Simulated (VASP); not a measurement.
Eu: single point with r2SCAN

Crystal: Eu.

```
Eu
1.0
     0.00000    2.75160    2.75160
     2.75160    0.00000    2.75160
     2.75160    2.75160    0.00000
Eu
1
Direct
  0.00000 0.00000 0.00000
```

| Property | Result |
| --- | --- |
| Program | VASP 6.6.1 |
| Task | single point |
| Functional | r2SCAN |
| Potentials or basis | VASP PAW PBE potentials, release 64 (Eu) |
| Cutoff | 520 eV |
| k mesh | 7 × 7 × 7 |
| Occupations | fermi-dirac, width 0.1 eV |
| Spin | collinear spin, ferromagnetic start |
| Starting moments | [4.9] μB |
| Dipole correction | no |
| Further INCAR settings | ALGO = Normal; EDIFF = 1e-06; NBANDS = 18 |

| Property | Result |
| --- | --- |
| Pressure | -0.1 GPa |
| Net moment | 7.82 μB per cell |
| Site moments | Eu +6.72 μB |
| Valence electrons inside the program's atomic spheres | Eu 14.80 |

Levels at points of the mesh, in eV from the Fermi level:
Spin up:
| k point | band 8 | band 9 | band 10 | band 11 | band 12 | band 13 | band 14 | band 15 | band 16 | band 17 |
| --- | --- | --- | --- | --- | --- | --- | --- | --- | --- | --- |
| (0.00, 0.00, 0.00) | -0.62 | -0.62 | -0.57 | -0.57 | -0.57 | 1.90 | 1.90 | 1.90 | 4.00 | 4.00 |
Spin down:
```csv
k point,band 2,band 3,band 4,band 5,band 6,band 7,band 8,band 9
"(0.00, 0.00, 0.00)",-18.29,-18.29,-18.29,-3.11,3.47,3.47,3.47,5.10
```

Wall time 98 s on 1 thread of Intel(R) Xeon(R) 6975P-C (Granite Rapids), on a shared host, peak memory 0.21 GiB.

Caveat: the PAW data sets were made with another functional, which shifts forces and pressure a little; spin-orbit coupling is left out, which moves the levels of the heavy elements. The state reached can hang on the start; a lower one may exist.
